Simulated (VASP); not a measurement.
Input of a VASP 6.6.1 run:

File INCAR:

```
SYSTEM = InP
ALGO = Normal ; EDIFF = 1E-6
ENCUT = 520 ; GGA = PE
ISIF = 2 ; ISMEAR = 0
LASPH = .True. ; LCHARG = .False.
LREAL = .False. ; LWAVE = .False.
NBANDS = 16 ; NELM = 80
PREC = Accurate ; SIGMA = 0.15
```

The input KPOINTS:

```
k-points
0
Gamma
  14 14 14
  0 0 0
```

The input POSCAR:

```
InP
1.0
    0.0000000000      2.7701982124      2.7701982124
    2.8347438307      0.0000000000      2.7701982124
    2.8347438307      2.7701982124      0.0000000000
In P
1 1
Direct
   -0.0068507361      0.0068507361      0.0068507361
    0.5253952947      0.4746047053      0.4746047053
```

Potentials or basis: VASP PAW PBE potentials, release 64 (In_d, P).

Command:

```sh
$ cat potpaw_PBE.64/In_d/POTCAR potpaw_PBE.64/P/POTCAR > POTCAR
$ mpirun -np 1 vasp_std > vasp.out
```

(1) Predict the band gap on the k mesh.

(2) Estimate the largest force.

## Answers

(1) zero (band 9 reaches 7.06 eV, above the bottom of band 10 at 4.55 eV).

(2) 0.227 eV/Å.

Caveat: the cell differs from its parent crystal (mode 4 frozen in at -0.141 Å, normal strain along x +0.0233); spin-orbit coupling is left out, which moves the levels of the heavy elements.
